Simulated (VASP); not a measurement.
Runs of VASP 6.6.1 on Sb. The structure is that of space group Fm-3m (No. 225), or close to it. The cells are those of the table. 

```tsv
task	cell	k mesh	cutoff (eV)	gap on the mesh (eV)	pressure (GPa)
single point	a = 3.636 Å, angles 60.0°, 1 atom	12 × 12 × 12	520	none	-3.8
single point	a = 3.548 Å, angles 60.0°, 1 atom	12 × 12 × 12	520	none	-1.4
relaxation of cell and atoms	relaxed from a = 3.375 Å, angles 60.0°, 1 atom	11 × 11 × 11	600	none	0.0
single point	a = 3.454 Å, angles 60.0°, 1 atom	12 × 12 × 12	520	none	(a)
single point	a = 3.502 Å, angles 60.0°, 1 atom	18 × 18 × 18	520	none	0.1
single point	a = 3.406 Å, angles 60.0°, 1 atom	12 × 12 × 12	520	none	(b)
single point	a = 3.593 Å, angles 60.0°, 1 atom	12 × 12 × 12	520	none	-2.7
single point	a = 3.502 Å, angles 60.0°, 1 atom	11 × 11 × 11	520	none	0.1
```

Alike in all rows: level BLYP; potentials or basis VASP PAW PBE potentials, release 64 (Sb); no spin polarisation; smearing fermi-dirac 0.1 eV.

Task: Fill in the values left out.

Result: (a) 2.2; (b) 4.8.

Caveats: the PAW data sets were made with another functional, which shifts forces and pressure a little; spin-orbit coupling is left out, which moves the levels of the heavy elements.

A k mesh can miss the band edges, and the runs leave out spin-orbit coupling on Sb.

A gap of «none» marks levels without a gap at the run's occupations.
